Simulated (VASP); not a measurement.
**Al2Ru: single point with r2SCAN**

The system is Al2Ru.

```
Al Ru
1.0
     3.15304    0.00000    0.00000
     0.00000    3.15304    0.00000
     0.00000    0.00000    8.39431
Al Ru
4 2
Direct
  0.50000 0.50000 0.15909
  0.00000 0.00000 0.34091
  0.00000 0.00000 0.65909
  0.50000 0.50000 0.84091
  0.00000 0.00000 0.00000
  0.50000 0.50000 0.50000
```

This cell differs from its parent crystal: biaxial strain in the a-b plane: +1.0 %.

```yaml
Program: VASP 6.6.1
Task: single point
Functional: r2SCAN
Potentials_or_basis: VASP PAW PBE potentials, release 64 (Al, Ru_pv)
Cutoff: 520 eV
k_mesh: 12 × 12 × 4
Occupations: gaussian, width 0.1 eV
Spin: no spin polarisation
```

```
Pressure               : -2.5 GPa
Largest force          : 0.111 eV/Å
Band gap on the k mesh : zero (bands 20 and 21 overlap by 0.09 eV)
```

Forces in eV/Å, atoms in the order of the input:
```
Al   0.000  0.000  0.111
Al   0.000  0.000 -0.111
Al   0.000  0.000  0.111
Al   0.000  0.000 -0.111
Ru   0.000  0.000  0.000
Ru   0.000  0.000  0.000
```

Stress tensor (GPa, compression positive):
```
-3.68  0.00  0.00
 0.00 -3.68  0.00
 0.00  0.00 -0.20
```

Levels at points of the mesh, in eV from the Fermi level:
```csv
k point,band 18,band 19,band 20,band 21,band 22,band 23
"(0.00, 0.00, 0.00)",-1.76,-1.25,-1.23,2.59,3.13,3.13
"(0.50, 0.00, 0.00)",-2.49,-1.66,-1.66,0.51,0.51,3.08
"(0.50, 0.50, 0.00)",-1.31,-0.53,-0.53,0.27,0.27,1.89
"(0.00, 0.00, 0.50)",-2.02,-1.24,-1.24,4.10,4.10,4.10
"(0.50, 0.00, 0.50)",-2.87,-1.65,-1.65,0.57,0.57,3.23
"(0.50, 0.50, 0.50)",-1.92,-0.54,-0.54,0.27,0.27,1.37
```

Wall time 3.7 min on 1 thread of Intel(R) Xeon(R) 6975P-C (Granite Rapids), with other jobs on the host, peak memory 0.3 GiB.

Caveat: the cell differs from its parent crystal (biaxial strain in the a-b plane: +1.0 %); the PAW data sets were made with another functional, which shifts forces and pressure a little.
